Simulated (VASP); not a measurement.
Input of a VASP 6.6.1 run:

File INCAR:

```
PREC     = Accurate       # precision mode
ENCUT    = 520            # plane-wave cutoff, eV
EDIFF    = 1E-6           # SCF threshold, eV
ISMEAR   = 0              # smearing method
SIGMA    = 0.05           # smearing width, eV
LREAL    = False          # projectors in reciprocal space
LASPH    = True           # aspherical terms in the spheres
NELM     = 60             # most SCF steps
ALGO     = Normal         # electronic algorithm
ISIF     = 2              # what is computed and relaxed
LWAVE    = False          # write WAVECAR
LCHARG   = True           # write CHGCAR
GGA      = CA             # functional
LELF     = True           # ELF
LVHAR    = True         
NBANDS   = 33             # bands
```

The input KPOINTS:

```
regular mesh
0
Gamma
  6 6 2
```

POSCAR

```
K3I2Br
1.0
    4.4755000000      0.0000000000      0.0000000000
   -2.2377500000      3.8758966946      0.0000000000
    0.0000000000      0.0000000000     10.6426000000
K I Br
3 2 1
Direct
    0.0000000000      0.0000000000      0.5000000000
    0.3333333333      0.6666666667      0.1477081443
    0.6666666667      0.3333333333      0.8522918557
    0.3333333333      0.6666666667      0.6760485977
    0.6666666667      0.3333333333      0.3239514023
    0.0000000000      0.0000000000      0.0000000000
```

Potentials or basis: VASP PAW LDA potentials, release 64 (K_sv, I, Br).

Run with:

```console
$ cat potpaw_LDA.64/K_sv/POTCAR potpaw_LDA.64/I/POTCAR potpaw_LDA.64/Br/POTCAR > POTCAR
$ mpirun -np 1 vasp_std > vasp.out
```

Q: Predict the pressure.

A: 5.2 GPa.

Q: Predict the band gap on the k mesh.

A: 4.11 eV (least direct gap 4.35 eV).

Caveat: the cell stands under pressure; spin-orbit coupling is left out, which moves the levels of the heavy elements. A k mesh can miss the band edges.
